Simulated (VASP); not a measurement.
A run of VASP 6.6.1 is set up as follows.

Contents of INCAR:

```
SYSTEM = Zr3S2
PREC = Accurate ; ENCUT = 520
EDIFF = 1E-6 ; ISMEAR = -1
SIGMA = 0.05 ; LREAL = .False.
LASPH = .True. ; NELM = 150
ALGO = Fast ; ISIF = 2
LWAVE = .False. ; LCHARG = .False.
MAGMOM = 0 0 0 0 0 0 0 0 0 0 0 0 0 0 0 ; LORBIT = 11
LSORBIT = .True. ; GGA_COMPAT = .False.
LORBMOM = .True. ; LMAXMIX = 4
GGA = PS ; NBANDS = 63
```

Contents of KPOINTS:

```
regular mesh
0
Gamma
  6 6 6
  0 0 0
```

The input POSCAR:

```
Zr3S2
1.0
    2.9025379727      1.6757810799      3.4877732718
   -2.9025379727      1.6757810799      3.4877732718
    0.0000000000     -3.3515621597      3.4877732718
Zr S
3 2
Direct
    0.8387270000      0.5000000000      0.1612730000
    0.5000000000      0.1612730000      0.8387270000
    0.1612730000      0.8387270000      0.5000000000
    0.6650230000      0.6650230000      0.6650230000
    0.3349770000      0.3349770000      0.3349770000
```

Potentials or basis: VASP PAW PBE potentials, release 64 (Zr_sv, S).

Run with:

```sh
$ cat potpaw_PBE.64/Zr_sv/POTCAR potpaw_PBE.64/S/POTCAR > POTCAR
$ mpirun -np 1 vasp_ncl > vasp.out
```

Problem. Estimate the pressure.

Solution. -5.0 GPa.

Problem. Predict the net moment.

Solution. 0.00 μB per cell.

Moments on the atoms (μB; x, y, z):
```
Zr  0.00 0.00 0.00
Zr  0.00 0.00 0.00
Zr  0.00 0.00 0.00
S   0.00 0.00 0.00
S   0.00 0.00 0.00
```

Caveat: the cell stands under tension; the PAW data sets were made with another functional, which shifts forces and pressure a little.
